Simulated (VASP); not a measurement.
Runs of VASP 6.6.1 on CuF. The structure is that of space group P6_3/mmc (No. 194), or close to it. The cells are those of the table. 

| level | potentials or basis | cell | k mesh | cutoff (eV) | second run | gap on the mesh (eV) | pressure (GPa) |
| --- | --- | --- | --- | --- | --- | --- | --- |
| LDA | VASP PAW LDA potentials, release 64 (Cu, F) | a = 3.509, b = 3.509, c = 5.083 Å, angles 90.0, 90.0, 120.0°, 4 atoms | 12 × 12 × 6 | 520 | - | none | (b) |
| PBE | VASP PAW PBE potentials, release 64 (Cu, F) | a = 3.509, b = 3.509, c = 5.083 Å, angles 90.0, 90.0, 120.0°, 4 atoms | 12 × 12 × 6 | 520 | - | none | 4.7 |
| r2SCAN | VASP PAW PBE potentials, release 64 (Cu, F) | a = 3.509, b = 3.509, c = 5.083 Å, angles 90.0, 90.0, 120.0°, 4 atoms | 12 × 12 × 4 | 520 | - | none | 0.3 |
| PBEsol | VASP PAW PBE potentials, release 64 (Cu, F) | a = 3.489, b = 3.489, c = 5.104 Å, angles 90.0, 90.0, 120.0°, 4 atoms | 12 × 12 × 4 | 520 | - | none | 0.3 |
| LDA | VASP PAW LDA potentials, release 64 (Cu, F) | a = 3.435, b = 3.435, c = 4.914 Å, angles 90.0, 90.0, 120.0°, 4 atoms | 12 × 12 × 4 | 520 | - | none | 0.4 |
| PBE | VASP PAW PBE potentials, release 64 (Cu, F) | a = 3.536, b = 3.536, c = 5.515 Å, angles 90.0, 90.0, 120.0°, 4 atoms | 12 × 12 × 6 | 520 | - | none | (a) |
| LDA | VASP PAW LDA potentials, release 64 (Cu_sv_GW, F) | a = 3.435, b = 3.435, c = 4.914 Å, angles 90.0, 90.0, 120.0°, 4 atoms | 12 × 12 × 4 | 700 | valence_matched | none | -2.2 |

Alike in all rows: task single point; no spin polarisation; smearing fermi-dirac 0.02 eV.

Q: Estimate the missing entries.

A: (a) 0.2; (b) -5.3.

Caveats: semilocal functionals often make such compounds metallic where correlation or magnetic order opens a gap, which also shifts bond lengths; the PAW data sets were made with another functional, which shifts forces and pressure a little (some runs).

A gap of «none» marks levels without a gap at the run's occupations.

The runs don't all hold the same shells in valence.
